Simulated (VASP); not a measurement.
# Li (P6_3/mmc) in VASP: notebook, part 2 of 2

VASP 6.6.1.

### Step 3. Relaxation of cell and atoms, PBE+D3(BJ)

INCAR

```
  PREC = Accurate
  ENCUT = 600
  EDIFF = 1E-6
  ISMEAR = -1
  SIGMA = 0.15
  LREAL = F
  LASPH = T
  NELM = 100
  ALGO = Normal
  ISIF = 3
  LWAVE = F
  LCHARG = F
  GGA = PE
  IVDW = 12
  IBRION = 2
  NSW = 80
  EDIFFG = -0.001
```

KPOINTS

```
regular mesh
0
Gamma
  18 18 10
```

POSCAR

```
Li
1.0
    2.9531605382      0.0000000000      0.0000000000
   -1.4765802691      2.5575120476      0.0000000000
    0.0000000000      0.0000000000      4.8440825743
Li
2
Direct
    0.3333333333      0.6666666667      0.2500000000
    0.6666666667      0.3333333333      0.7500000000
```

Potentials or basis: VASP PAW PBE potentials, release 64 (Li_sv).

On the command line:

```
cat potpaw_PBE.64/Li_sv/POTCAR > POTCAR
mpirun -np 1 vasp_std > vasp.out
```

OUTCAR:

```text
PREC = Accurate
   ENCUT = 600
   EDIFF = 1E-6
   ISMEAR = -1
   LREAL = F
   LASPH = T
   NELM = 100
   ISIF = 3
   GGA = PE
   IVDW = 12
   IBRION = 2
   NSW = 80
   EDIFFG = -0.001
 IVDW          = 12

 ion  position               nearest neighbor table
   1  0.333  0.667  0.250-
   2  0.667  0.333  0.750-

  LATTYP: Found a hexagonal cell.
 ALAT       =     2.9531605382
 C/A-ratio  =     1.6403045184

  Lattice vectors:

 A1 = (   2.9531605382,   0.0000000000,   0.0000000000)
 A2 = (  -1.4765802691,   2.5575120476,   0.0000000000)
 A3 = (   0.0000000000,   0.0000000000,   4.8440825743)

Analysis of symmetry for initial positions (statically):
=====================================================================
 Subroutine PRICEL returns:
 Original cell was already a primitive cell.

 Routine SETGRP: Setting up the symmetry group for a
 hexagonal supercell.

 Subroutine GETGRP returns: Found 24 space group operations
 (whereof 12 operations were pure point group operations)
 out of a pool of 24 trial point group operations.

The static configuration has the point symmetry D_3d.
 The point group associated with its full space group is D_6h.

Analysis of symmetry for dynamics (positions and initial velocities):
=====================================================================
 Subroutine PRICEL returns:
 Original cell was already a primitive cell.

 Routine SETGRP: Setting up the symmetry group for a
 hexagonal supercell.

 Subroutine GETGRP returns: Found 24 space group operations
 (whereof 12 operations were pure point group operations)
 out of a pool of 24 trial point group operations.

The dynamic configuration has the point symmetry D_3d.
 The point group associated with its full space group is D_6h.

 Subroutine INISYM returns: Found 24 space group operations
 (whereof 12 operations are pure point group operations),
 and found     1 'primitive' translations

----------------------------------------------------------------------------------------

                                     Primitive cell

  volume of cell :      36.5861

  direct lattice vectors                    reciprocal lattice vectors
     2.953160538  0.000000000  0.000000000     0.338620264  0.195502500  0.000000000
    -1.476580269  2.557512048  0.000000000     0.000000000  0.391005001  0.000000000
     0.000000000  0.000000000  4.844082574     0.000000000  0.000000000  0.206437439

  length of vectors
     2.953160538  2.953160538  4.844082574     0.391005001  0.391005001  0.206437439

  position of ions in fractional coordinates (direct lattice)
     0.333333333  0.666666667  0.250000000
     0.666666667  0.333333333  0.750000000

  ion indices of the primitive-cell ions
   primitive index   ion index
                 1           1
                 2           2

----------------------------------------------------------------------------------------

 KPOINTS: regular mesh

Automatic generation of k-mesh.
 Grid dimensions read from file:
 generate k-points for:   18   18   10

 Generating k-lattice:

  Cartesian coordinates                     Fractional coordinates (reciprocal lattice)
     0.018812237  0.010861250  0.000000000     0.055555556  0.000000000  0.000000000
     0.000000000  0.021722500  0.000000000     0.000000000  0.055555556  0.000000000
     0.000000000  0.000000000  0.020643744     0.000000000  0.000000000  0.100000000

  Length of vectors
     0.021722500  0.021722500  0.020643744

  Shift w.r.t. Gamma in fractional coordinates (k-lattice)
     0.000000000  0.000000000  0.000000000

 Subroutine IBZKPT returns following result:
 ===========================================

 Found    222 irreducible k-points:

 Following reciprocal coordinates:
            Coordinates               Weight
  0.000000  0.000000  0.000000      1.000000
  0.055556 -0.000000  0.000000      6.000000
  0.111111 -0.000000  0.000000      6.000000
  0.166667  0.000000  0.000000      6.000000
  0.222222  0.000000  0.000000      6.000000
  0.277778  0.000000  0.000000      6.000000
[... 16 lines left out ...]
  0.333333  0.111111  0.000000     12.000000
  0.388889  0.111111  0.000000     12.000000
 [... further k-points ...]
   k-points           NKPTS =    222   k-points in BZ     NKDIM =    222   number of bands    NBANDS=      7
   number of dos      NEDOS =    301   number of ions     NIONS =      2
   total plane-waves  NPLWV =  23040
   dimension x,y,z NGX =    24 NGY =   24 NGZ =   40
   dimension x,y,z NGXF=    48 NGYF=   48 NGZF=   80
   ions per type =               2
   NGX,Y,Z   is equivalent  to a cutoff of  13.51, 13.51, 13.73 a.u.
   NGXF,Y,Z  is equivalent  to a cutoff of  27.02, 27.02, 27.46 a.u.
 SYSTEM =  unknown system
   PREC   = accura    normal or accurate (medium, high low for compatibility)
   ISTART =      0    job   : 0-new  1-cont  2-samecut
   ICHARG =      2    charge: 1-file 2-atom 10-const
   ISPIN  =      1    spin polarized calculation?
   LNONCOLLINEAR =      F non collinear calculations
   LSORBIT =      F    spin-orbit coupling
   LASPH  =      T    aspherical Exc in radial PAW
   ENCUT  =  600.0 eV  44.10 Ry    6.64 a.u.   5.90  5.90  9.67*2*pi/ulx,y,z
   NELM   =    100;   NELMIN=  2; NELMDL= -5     # of ELM steps
   EDIFF  = 0.1E-05   stopping-criterion for ELM
   LREAL  =      F    real-space projection
   EDIFFG = -.1E-02   stopping-criterion for IOM
   NSW    =     80    number of steps for IOM
   IBRION =      2    ionic relax: 0-MD 1-quasi-New 2-CG
   NFREE  =      1    steps in history (QN), initial steepest desc. (CG)
   ISIF   =      3    stress and relaxation
   ISYM   =      2    0-nonsym 1-usesym 2-fastsym
   POTIM  = 0.5000    time-step for ionic-motion
   TEBEG  =    0.0;   TEEND  =   0.0 temperature during run
   PSTRESS=    0.0 pullay stress
   NELECT =       6.0000    total number of electrons
   NUPDOWN=      -1.0000    fix difference up-down
   EMIN   =  10.00;   EMAX   =-10.00  energy-range for DOS
   EFERMI =   0.00;   METHOD = LEGACY
   ISMEAR =    -1;   SIGMA  =   0.15  broadening in eV -4-tet -1-fermi 0-gaus
   EFERMI_NEDOS =   21; number of points for ismear=-14 and -15
   IALGO  =     38    algorithm
   IMIX   =      4    mixing-type and parameters
     AMIX     =   0.40;   BMIX     =  1.00
     AMIX_MAG =   1.60;   BMIX_MAG =  1.00
  volume/ion in A,a.u.               =      18.29       123.45
  Fermi-wavevector in a.u.,A,eV,Ry     =   0.896093  1.693370 10.925246  0.802983
  Thomas-Fermi vector in A             =   2.018508
   LORBIT       =      0    0 simple, 1 ext, 2 COOP (PROOUT), +10 PAW based schemes
   GGA     = PE    functional components
   LHFCALC =     F    Hartree Fock is set to
   AEXX    =    0.0000 exact exchange contribution
   IVDW    =    12    specifies the selected vdW correction
   LEPSILON=     F    determine dielectric tensor
   LRPA    =     F    only Hartree local field effects (RPA)
 conjugate gradient relaxation of ions
 non-spin polarized calculation
  energy-cutoff  :      600.00
  volume of cell :       36.59
 maximum number of plane-waves:      1248
 NGX is ok and might be reduce to    24
   NGX = 11   NGY = 11   NGZ = 19

--------------------------------------- Ionic step        1  -------------------------------------------

 number of electron       5.9999999 magnetization

 Free energy of the ion-electron system (eV)
  ---------------------------------------------------
  ext. energy  EPLUGINS =         0.00000000
  ---------------------------------------------------
  free energy    TOTEN  =        -3.82677348 eV

  energy without entropy =       -3.76015535  energy(sigma->0) =       -3.79346442

------------------------ aborting loop because EDIFF is reached ----------------------------------------

 Edisp (eV)   -0.37474

 E8    (eV) :    -0.1558
[... 71 lines left out ...]
--------------------------------------- Ionic step        3  -------------------------------------------

 number of electron       5.9999998 magnetization

 Free energy of the ion-electron system (eV)
  ---------------------------------------------------
  ext. energy  EPLUGINS =         0.00000000
  ---------------------------------------------------
  free energy    TOTEN  =        -3.82443866 eV

  energy without entropy =       -3.75796048  energy(sigma->0) =       -3.79119957

 E-fermi :   0.9357     XC(G=0):  -7.3153

 val. band max:        0.9217846517   @ k =   0.0556  -0.0000   0.0000
 cond. band min:       0.9379432770   @ k =   0.1667   0.1667   0.3000
 fundamental gap:      0.0161586253
 Fermi energy:         0.9357360495

 k-point     1 :       0.0000    0.0000    0.0000
  band No.  band energies     occupation
      1     -45.4029      2.00000
      2     -45.3758      2.00000
      3      -2.7549      2.00000
      4       0.8518      1.27275
      5       4.2041      0.00000
      6      14.4381      0.00000
      7      14.4381      0.00000
[... 221 lines left out ...]
 k-point    24 :       0.3889    0.1111    0.0000
  band No.  band energies     occupation
      1     -45.3751      2.00000
      2     -45.3664      2.00000
      3       0.5892      1.81940
      4       2.7688      0.00001
      5       5.4322      0.00000
      6       7.1315      0.00000
      7       8.1187      0.00000

 [... further k-points ...]

------------------------ aborting loop because EDIFF is reached ----------------------------------------

 Edisp (eV)   -0.37715

 E8    (eV) :    -0.1568
[... 25 lines left out ...]
  FREE ENERGIE OF THE ION-ELECTRON SYSTEM (eV)
  ---------------------------------------------------
  free  energy   TOTEN  =        -4.2015904130 eV

  energy  without entropy=       -4.1351122307  energy(sigma->0) =       -4.16835132

 reached required accuracy - stopping structural energy minimisation
```

CONTCAR:

```text
Li
   1.00000000000000
     2.9468565982709540    0.0000000000000000    0.0000000000000000
    -1.4734282991354770    2.5520526754770980   -0.0000000000000000
     0.0000000000000000   -0.0000000000000000    4.8341208897266634
  Li
     2
Direct
     0.3333333332999970    0.6666666667000030    0.2500000000000000
     0.6666666667000030    0.3333333332999970    0.7500000000000000

  0.00000000E+00  0.00000000E+00  0.00000000E+00
  0.00000000E+00  0.00000000E+00  0.00000000E+00
```

It took 49 s on 1 thread of AMD EPYC 9R45 (Zen 5), shared host; peak memory 0.17 GiB.

What came out:

```
Free energy                            : -4.2016 eV
Relaxed volume                         : 18.18 Å³/atom
Relaxed cell                           : a = 2.947 Å, b = 2.947 Å, c = 4.834 Å, α = 90.00°, β = 90.00°, γ = 120.00°
Space group after relaxing (to 0.05 Å) : P6_3/mmc (No. 194)
Energy gained by relaxing              : 0.0 meV/atom
Ionic steps                            : 3
Pressure after relaxing                : 0.0 GPa
Band gap on the k mesh                 : zero (band 3 reaches 3.26 eV, above the bottom of band 4 at -1.61 eV)
Dispersion energy per atom             : -0.189 eV
```

Final structure:
```cif
data_structure
_symmetry_space_group_name_H-M 'P 1'
_symmetry_Int_Tables_number 1
_cell_length_a 2.9469
_cell_length_b 2.9469
_cell_length_c 4.8341
_cell_angle_alpha 90.000
_cell_angle_beta 90.000
_cell_angle_gamma 120.000
_cell_volume 36.36
loop_
_atom_site_label
_atom_site_type_symbol
_atom_site_fract_x
_atom_site_fract_y
_atom_site_fract_z
_atom_site_occupancy
Li1 Li 0.33333 0.66667 0.25000 1
Li2 Li 0.66667 0.33333 0.75000 1
```

Caveat: the cutoff is under 1.25 times the usual one of these potentials, so pressure, stress and relaxed cells hold a basis-set (Pulay) error; pairwise dispersion overbinds metals, which lowers pressure and volume.

### Step 4. Single point, PBE+D3(BJ)

INCAR

```
PREC = Accurate ; ENCUT = 520
EDIFF = 1E-6 ; ISMEAR = 0
SIGMA = 0.1 ; LREAL = F
LASPH = T ; NELM = 80
ALGO = Normal ; ISIF = 2
LWAVE = F ; LCHARG = T
GGA = PE ; IVDW = 12
LELF = T ; LVHAR = T
NBANDS = 10
```

KPOINTS

```
Automatic mesh
0
Gamma
  18 18 10
```

POSCAR

```
Li
1.0
    2.9531605383      0.0000000000      0.0000000000
   -1.4765802691      2.5575120476      0.0000000000
    0.0000000000      0.0000000000      4.8440825750
Li
2
Direct
    0.3333333333      0.6666666667      0.2500000000
    0.6666666667      0.3333333333      0.7500000000
```

On the command line:

```
cat potpaw_PBE.64/Li_sv/POTCAR > POTCAR
mpirun -np 1 vasp_std > vasp.out
```

Run time: 25 s. Hardware: 1 thread of Intel Xeon Platinum 8488C (Sapphire Rapids), shared host; peak memory 0.19 GiB.

The run converged. Its results:

```yaml
Free_energy: -4.1704 eV
Band_gap_on_the_k_mesh: zero (band 3 reaches 3.23 eV, above the bottom of band 4 at -1.62 eV)
Dispersion_energy_per_atom: -0.187 eV
```

Levels at points of the mesh, in eV from the Fermi level:
```
           k point  band 1  band 2  band 3  band 4  band 5  band 6
(0.00, 0.00, 0.00)  -46.35  -46.33   -3.68   -0.08    3.25   13.44
(0.50, 0.00, 0.00)  -46.33  -46.32   -0.10    1.17    4.99    6.19
(0.00, 0.00, 0.50)  -46.34  -46.34   -2.54   -2.54    8.51    8.51
(0.50, 0.00, 0.50)  -46.32  -46.32    0.70    0.70    3.86    3.86
```

Caveat: the cutoff is under 1.25 times the usual one of these potentials, so pressure, stress and relaxed cells hold a basis-set (Pulay) error; pairwise dispersion overbinds metals, which lowers pressure and volume.

### Step 5. The runs side by side

| task | cell | cutoff (eV) | smearing | gap on the mesh (eV) |
| --- | --- | --- | --- | --- |
| single point | a = 2.955, b = 2.955, c = 4.847 Å, angles 90.0, 90.0, 120.0°, 2 atoms | 520 | fermi-dirac 0.15 eV | none |
| relaxation of cell and atoms | relaxed from a = 2.953, b = 2.953, c = 4.844 Å, angles 90.0, 90.0, 120.0°, 2 atoms | 600 | fermi-dirac 0.15 eV | none |
| single point | a = 2.953, b = 2.953, c = 4.844 Å, angles 90.0, 90.0, 120.0°, 2 atoms | 520 | gaussian 0.1 eV | none |

Alike in all rows: level PBE+D3(BJ); potentials or basis VASP PAW PBE potentials, release 64 (Li_sv); no spin polarisation; k mesh 18 × 18 × 10.

Caveats: the cutoff is under 1.25 times the usual one of these potentials, so pressure, stress and relaxed cells hold a basis-set (Pulay) error; pairwise dispersion overbinds metals, which lowers pressure and volume.

Absolute energies hang on the potentials; compare differences alone.
